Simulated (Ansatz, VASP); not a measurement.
# Os in VASP and in Ansatz

INCAR

```
SYSTEM = Os
PREC = Accurate
ENCUT = 520
EDIFF = 1E-7
ISMEAR = 0
SIGMA = 0.15
LREAL = .False.
LASPH = .True.
NELM = 80
ALGO = Normal
ISIF = 2
LWAVE = .False.
LCHARG = .False.
GGA = PS
NBANDS = 15
```

File KPOINTS:

```
Automatic mesh
0
Gamma
  18 18 12
  0 0 0
```

POSCAR

```
Os
1.0
    2.5973949767      0.0000000000      0.0000000000
   -1.2986974884      2.2494100335      0.0000000000
    0.0000000000      0.0000000000      4.4276925000
Os
2
Direct
    0.3333333333      0.6666666667      0.2500000000
    0.6666666667      0.3333333333      0.7500000000
```

Input for Ansatz:

```yaml
crystal:
  lattice:
    - [2.5973949767, 0.0, 0.0]
    - [-1.2986974884, 2.2494100335, 0.0]
    - [0.0, 0.0, 4.4276925]
  atoms:
    - { symbol: Os, position: [0.3333333333, 0.6666666667, 0.25] }
    - { symbol: Os, position: [0.6666666667, 0.3333333333, 0.75] }
basis:
  ecutwfc: 420
kpoints:
  mp_grid: { grid: [18, 18, 12] }
hamiltonian:
  xc: pbesol
scf:
  occupations: { method: gaussian, width: 0.15 }
output:
  forces: true
  stress: true
  eigenvalues: true
```

Change from the starting cell: strain -0.050 along x and y, +0.025 along z, atoms carried along.

Alike in both runs: task single point; functional PBEsol; k mesh 18 × 18 × 12; occupations gaussian, width 0.15 eV; no spin polarisation.

```csv
,VASP,Ansatz
version,VASP 6.6.1,Ansatz 0.2.0
potentials or method,"VASP PAW PBE potentials, release 64 (Os), cutoff 520 eV","scalar-relativistic, plane waves, PAW"
valence electrons in the cell,16,32
```

Ansatz gave:

| Item | Value |
| --- | --- |
| gap on the k mesh at the Fermi level (eV) | none |
| pressure (GPa) | 38.3 |
| traceless stress, the component that is largest in VASP (GPa) | -39.62 |

What did VASP give for the same quantities?

gap on the k mesh at the Fermi level (eV): none; pressure (GPa): 40.2; traceless stress, the component that is largest in VASP (GPa): -39.71.

VASP's potentials were made for PBE, not for PBEsol. A gap of «none» marks a metal or a gap that the smearing closes. Both programs put the cell under a high pressure, so it lies far from rest at this level. VASP's potentials hold 16 valence electrons a cell and Ansatz's 32, so a difference there can come from the potentials and not from the codes.

Spin-orbit coupling is off throughout.
